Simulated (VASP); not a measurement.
# Ag (P6_3/mmc) in VASP: density of states with PBE

Aim: the density of states of Ag with PBE.

Program: VASP 6.6.1. These are calculated values, not measurements. Logs are shortened: lines on timing, memory, paths and dates and some standing lists are left out, and cuts for length are marked.

## 1. The cell of the first run

The structure is hexagonal, space group P6_3/mmc (No. 194). Conventional cell: a = 3.843 Å, b = 3.843 Å, c = 10.014 Å, α = 90.00°, β = 90.00°, γ = 120.00°. Within 5.0 Å of Ag (site symmetry -6m2) lie 6 Ag at 3.84 Å.

## 2. Density of states, PBE

Contents of POSCAR:

```
Ag
1.0
    3.8425140000      0.0000000000      0.0000000000
   -1.9212570000      3.3277150000      0.0000000000
    0.0000000000      0.0000000000     10.0139000000
Ag
2
Direct
    0.3333300000      0.6666700000      0.2500000000
    0.6666600000      0.3333300000      0.7500000000
```

Contents of INCAR.step1:

```
PREC = Accurate
ENCUT = 520
EDIFF = 1E-6
ISMEAR = -1
SIGMA = 0.1
LREAL = False
LASPH = True
NELM = 100
ALGO = Normal
ISIF = 2
LWAVE = False
LCHARG = True
LMAXMIX = 4
GGA = PE
NBANDS = 18
```

Contents of KPOINTS.step1:

```
regular mesh
0
Gamma
  10 10 4
```

Contents of INCAR.step2:

```
PREC = Accurate
ENCUT = 520
EDIFF = 1E-6
ISMEAR = -5
SIGMA = 0.1
LREAL = False
LASPH = True
NELM = 100
ALGO = Normal
ISIF = 2
LWAVE = False
LCHARG = False
LMAXMIX = 4
GGA = PE
LORBIT = 11
NEDOS = 1001
ICHARG = 11
```

Contents of KPOINTS.step2:

```
regular mesh
0
Gamma
  15 15 6
```

Potentials or basis: VASP PAW PBE potentials, release 64 (Ag).

The run is started by

```sh
cat potpaw_PBE.64/Ag/POTCAR > POTCAR
cp INCAR.step1 INCAR
cp KPOINTS.step1 KPOINTS
mpirun -np 1 vasp_std > vasp.out
cp INCAR.step2 INCAR
cp KPOINTS.step2 KPOINTS
mpirun -np 1 vasp_std > vasp.out
```

OUTCAR:

```text
PREC = Accurate
   ENCUT = 520
   EDIFF = 1E-6
   ISMEAR = -5
   LREAL = False
   LASPH = True
   NELM = 100
   ISIF = 2
   GGA = PE
   LORBIT = 11
   ICHARG = 11

 ion  position               nearest neighbor table
   1  0.333  0.667  0.250-
   2  0.667  0.333  0.750-

  LATTYP: Found a hexagonal cell.
 ALAT       =     3.8425140000
 C/A-ratio  =     2.6060802901

  Lattice vectors:

 A1 = (   3.8425140000,   0.0000000000,   0.0000000000)
 A2 = (  -1.9212570000,   3.3277150000,   0.0000000000)
 A3 = (   0.0000000000,   0.0000000000,  10.0139000000)

Analysis of symmetry for initial positions (statically):
=====================================================================
 Subroutine PRICEL returns:
 Original cell was already a primitive cell.

 Routine SETGRP: Setting up the symmetry group for a
 hexagonal supercell.

 Subroutine GETGRP returns: Found  8 space group operations
 (whereof  2 operations were pure point group operations)
 out of a pool of 24 trial point group operations.

The static configuration has the point symmetry C_2 .
 The point group associated with its full space group is D_2h.

Analysis of symmetry for dynamics (positions and initial velocities):
=====================================================================
 Subroutine PRICEL returns:
 Original cell was already a primitive cell.

 Routine SETGRP: Setting up the symmetry group for a
 hexagonal supercell.

 Subroutine GETGRP returns: Found  8 space group operations
 (whereof  2 operations were pure point group operations)
 out of a pool of 24 trial point group operations.

The dynamic configuration has the point symmetry C_2 .
 The point group associated with its full space group is D_2h.

 Subroutine INISYM returns: Found  8 space group operations
 (whereof  2 operations are pure point group operations),
 and found     1 'primitive' translations

----------------------------------------------------------------------------------------

                                     Primitive cell

  volume of cell :     128.0457

  direct lattice vectors                    reciprocal lattice vectors
     3.842514000  0.000000000  0.000000000     0.260246287  0.150253252  0.000000000
    -1.921257000  3.327715000  0.000000000     0.000000000  0.300506504  0.000000000
     0.000000000  0.000000000 10.013900000     0.000000000  0.000000000  0.099861193

  length of vectors
     3.842514000  3.842514227 10.013900000     0.300506521  0.300506504  0.099861193

  position of ions in fractional coordinates (direct lattice)
     0.333330000  0.666670000  0.250000000
     0.666660000  0.333330000  0.750000000

  ion indices of the primitive-cell ions
   primitive index   ion index
                 1           1
                 2           2

----------------------------------------------------------------------------------------

 KPOINTS: regular mesh

Automatic generation of k-mesh.
 Grid dimensions read from file:
 generate k-points for:   15   15    6

 Generating k-lattice:

  Cartesian coordinates                     Fractional coordinates (reciprocal lattice)
     0.017349752  0.010016883  0.000000000     0.066666667 -0.000000000  0.000000000
     0.000000000  0.020033767  0.000000000     0.000000000  0.066666667  0.000000000
     0.000000000  0.000000000  0.016643532     0.000000000  0.000000000  0.166666667

  Length of vectors
     0.020033768  0.020033767  0.016643532

  Shift w.r.t. Gamma in fractional coordinates (k-lattice)
     0.000000000  0.000000000  0.000000000

 TETIRR: Found   3411 inequivalent tetrahedra from     8100

 Subroutine IBZKPT returns following result:
 ===========================================

 Found    256 irreducible k-points:

 Following reciprocal coordinates:
            Coordinates               Weight
  0.000000  0.000000  0.000000      1.000000
  0.066667  0.000000  0.000000      4.000000
  0.000000  0.066667  0.000000      2.000000
  0.133333 -0.000000  0.000000      4.000000
  0.000000  0.133333  0.000000      2.000000
  0.200000 -0.000000  0.000000      4.000000
[... 16 lines left out ...]
 -0.266667  0.200000  0.000000      4.000000
  0.266667  0.066667  0.000000      4.000000
 [... further k-points ...]
   k-points           NKPTS =    256   k-points in BZ     NKDIM =    256   number of bands    NBANDS=     15
   number of dos      NEDOS =   1001   number of ions     NIONS =      2
   total plane-waves  NPLWV =  72000
   dimension x,y,z NGX =    30 NGY =   30 NGZ =   80
   dimension x,y,z NGXF=    60 NGYF=   60 NGZF=  160
   ions per type =               2
   NGX,Y,Z   is equivalent  to a cutoff of  12.98, 12.98, 13.28 a.u.
   NGXF,Y,Z  is equivalent  to a cutoff of  25.96, 25.96, 26.56 a.u.
 SYSTEM =  unknown system
   PREC   = accura    normal or accurate (medium, high low for compatibility)
   ISTART =      0    job   : 0-new  1-cont  2-samecut
   ICHARG =     11    charge: 1-file 2-atom 10-const
   ISPIN  =      1    spin polarized calculation?
   LNONCOLLINEAR =      F non collinear calculations
   LSORBIT =      F    spin-orbit coupling
   LASPH  =      T    aspherical Exc in radial PAW
   ENCUT  =  520.0 eV  38.22 Ry    6.18 a.u.   7.14  7.14 18.62*2*pi/ulx,y,z
   NELM   =    100;   NELMIN=  2; NELMDL=  0     # of ELM steps
   EDIFF  = 0.1E-05   stopping-criterion for ELM
   LREAL  =      F    real-space projection
   EDIFFG = 0.1E-04   stopping-criterion for IOM
   NSW    =      0    number of steps for IOM
   IBRION =     -1    ionic relax: 0-MD 1-quasi-New 2-CG
   NFREE  =      0    steps in history (QN), initial steepest desc. (CG)
   ISIF   =      2    stress and relaxation
   ISYM   =      2    0-nonsym 1-usesym 2-fastsym
   POTIM  = 0.5000    time-step for ionic-motion
   TEBEG  =    0.0;   TEEND  =   0.0 temperature during run
   PSTRESS=    0.0 pullay stress
   NELECT =      22.0000    total number of electrons
   NUPDOWN=      -1.0000    fix difference up-down
   EMIN   =  10.00;   EMAX   =-10.00  energy-range for DOS
   EFERMI =   0.00;   METHOD = LEGACY
   ISMEAR =    -5;   SIGMA  =   0.10  broadening in eV -4-tet -1-fermi 0-gaus
   EFERMI_NEDOS =   21; number of points for ismear=-14 and -15
   IALGO  =     38    algorithm
   IMIX   =      4    mixing-type and parameters
     AMIX     =   0.40;   BMIX     =  1.00
     AMIX_MAG =   1.60;   BMIX_MAG =  1.00
  volume/ion in A,a.u.               =      64.02       432.05
  Fermi-wavevector in a.u.,A,eV,Ry     =   0.910110  1.719859 11.269720  0.828301
  Thomas-Fermi vector in A             =   2.034234
   LORBIT       =     11    0 simple, 1 ext, 2 COOP (PROOUT), +10 PAW based schemes
   GGA     = PE    functional components
   LHFCALC =     F    Hartree Fock is set to
   AEXX    =    0.0000 exact exchange contribution
   IVDW    =     0    specifies the selected vdW correction
   LEPSILON=     F    determine dielectric tensor
   LRPA    =     F    only Hartree local field effects (RPA)
 non-spin polarized calculation
 Fermi weights with tetrahedron method with Bloechl corrections
  energy-cutoff  :      520.00
  volume of cell :      128.05
 maximum number of plane-waves:      3483
 NGX is ok and might be reduce to    30

 number of electron      22.0000010 magnetization

 Free energy of the ion-electron system (eV)
  ---------------------------------------------------
  ext. energy  EPLUGINS =         0.00000000
  ---------------------------------------------------
  free energy    TOTEN  =        -2.18701220 eV

  energy without entropy =       -2.18701220  energy(sigma->0) =       -2.18701220

 E-fermi :  -1.0322     XC(G=0):  -5.8637

 val. band max:       -1.0654258355   @ k =  -0.4000   0.3333   0.5000
 cond. band min:      -1.0654261126   @ k =  -0.0667   0.4000   0.5000
 fundamental gap:     -0.0000002771
 Fermi energy:        -1.0322126778

 k-point     1 :       0.0000    0.0000    0.0000
  band No.  band energies     occupation
      1      -4.4326      2.00000
      2      -4.4289      2.00000
      3      -4.2615      2.00000
      4      -4.2615      2.00000
      5      -4.2607      2.00000
      6      -4.2607      2.00000
      7      -4.0592      2.00000
      8      -4.0592      2.00000
      9      -4.0552      2.00000
     10      -4.0552      2.00000
     11      -3.2195      2.00000
     12      -2.6265      2.00000
     13       0.4495      0.00000
     14       3.2230      0.00000
     15       5.3160      0.00000

 k-point     2 :       0.0667    0.0000    0.0000
  band No.  band energies     occupation
      1      -4.4143      2.00000
      2      -4.4111      2.00000
      3      -4.2664      2.00000
      4      -4.2656      2.00000
      5      -4.2480      2.00000
      6      -4.2473      2.00000
      7      -4.0702      2.00000
      8      -4.0674      2.00000
      9      -4.0615      2.00000
     10      -4.0571      2.00000
     11      -3.1665      2.00000
     12      -2.5766      2.00000
     13       0.5213      0.00000
     14       3.2946      0.00000
     15       5.3674      0.00000

 k-point     3 :       0.0000    0.0667    0.0000
  band No.  band energies     occupation
      1      -4.4143      2.00000
      2      -4.4111      2.00000
      3      -4.2664      2.00000
      4      -4.2656      2.00000
      5      -4.2480      2.00000
      6      -4.2473      2.00000
      7      -4.0702      2.00000
      8      -4.0674      2.00000
      9      -4.0615      2.00000
     10      -4.0571      2.00000
     11      -3.1665      2.00000
     12      -2.5766      2.00000
     13       0.5213      0.00000
     14       3.2946      0.00000
     15       5.3674      0.00000

 k-point     4 :       0.1333   -0.0000    0.0000
  band No.  band energies     occupation
      1      -4.3755      2.00000
      2      -4.3732      2.00000
      3      -4.2723      2.00000
      4      -4.2703      2.00000
      5      -4.2096      2.00000
      6      -4.2089      2.00000
      7      -4.1030      2.00000
      8      -4.0988      2.00000
      9      -4.0680      2.00000
     10      -4.0625      2.00000
     11      -2.9997      2.00000
     12      -2.4205      2.00000
     13       0.7333      0.00000
     14       3.5049      0.00000
     15       5.5226      0.00000
[... 307 lines left out ...]
 k-point    22 :      -0.0667    0.2667    0.0000
  band No.  band energies     occupation
      1      -4.3643      2.00000
      2      -4.3602      2.00000
      3      -4.2356      2.00000
      4      -4.2276      2.00000
      5      -4.1798      2.00000
      6      -4.1684      2.00000
      7      -4.1086      2.00000
      8      -4.1033      2.00000
      9      -4.0859      2.00000
     10      -4.0791      2.00000
     11      -2.4527      2.00000
     12      -1.9051      2.00000
     13       1.3449      0.00000
     14       4.0930      0.00000
     15       5.4793      0.00000

 k-point    23 :      -0.2667    0.2000    0.0000
  band No.  band energies     occupation
      1      -4.3643      2.00000
      2      -4.3602      2.00000
      3      -4.2356      2.00000
      4      -4.2276      2.00000
      5      -4.1798      2.00000
      6      -4.1684      2.00000
      7      -4.1086      2.00000
      8      -4.1033      2.00000
      9      -4.0859      2.00000
     10      -4.0791      2.00000
     11      -2.4527      2.00000
     12      -1.9051      2.00000
     13       1.3449      0.00000
     14       4.0930      0.00000
     15       5.4793      0.00000

 k-point    24 :       0.2667    0.0667    0.0000
  band No.  band energies     occupation
      1      -4.3989      2.00000
      2      -4.3947      2.00000
      3      -4.2274      2.00000
      4      -4.2124      2.00000
      5      -4.1753      2.00000
      6      -4.1617      2.00000
      7      -4.0978      2.00000
      8      -4.0895      2.00000
      9      -4.0482      2.00000
     10      -4.0422      2.00000
     11      -1.9388      2.00000
     12      -1.4121      2.10184
     13       1.8628      0.00000
     14       4.0950      0.00000
     15       4.5415      0.00000

 [... further k-points ...]
[... 5 lines left out ...]
  --------------------------------------------------------------------------------------
  -------------------------------------------------------------------------------------
  Total       -3.8281895     -3.8281970     -0.2627284     -0.0000000      0.0000000      0.0000000
  in kB      -47.9004036    -47.9004975     -3.2874019     -0.0000000      0.0000000      0.0000000
  external PRESSURE =     -33.0294343 kB  Pullay stress =       0.0000000 kB

 VOLUME and BASIS-vectors are now :
 -----------------------------------------------------------------------------
  energy-cutoff  :      520.00
  volume of cell :      128.05
      direct lattice vectors                 reciprocal lattice vectors
     3.842514000  0.000000000  0.000000000     0.260246287  0.150253252  0.000000000
    -1.921257000  3.327715000  0.000000000     0.000000000  0.300506504  0.000000000
     0.000000000  0.000000000 10.013900000     0.000000000  0.000000000  0.099861193

 POSITION                                       TOTAL-FORCE (eV/Angst)
 -----------------------------------------------------------------------------------
     -0.00002      2.21849      2.50347         0.000000     -0.000001     -0.000000
      1.92124      1.10923      7.51042        -0.000000      0.000001      0.000000
 -----------------------------------------------------------------------------------
    total drift:                               -0.000000     -0.000000     -0.000000

  FREE ENERGIE OF THE ION-ELECTRON SYSTEM (eV)
  ---------------------------------------------------
  free  energy   TOTEN  =        -2.1870122010 eV

  energy  without entropy=       -2.1870122010  energy(sigma->0) =       -2.18701220

 total charge

# of ion       s       p       d       tot
------------------------------------------
    1        0.313   0.023   9.309   9.646
    2        0.313   0.023   9.309   9.646
--------------------------------------------------
tot          0.626   0.047  18.619  19.291
```

Wall time 3.4 min (1 thread of AMD EPYC 9R45 (Zen 5), shared host); peak memory 0.53 GiB.

Results:

```yaml
Valence_electrons_inside_the_program's_atomic_spheres: Ag 9.65
```

Caveat: tetrahedron occupations give inexact forces and stress in metals.
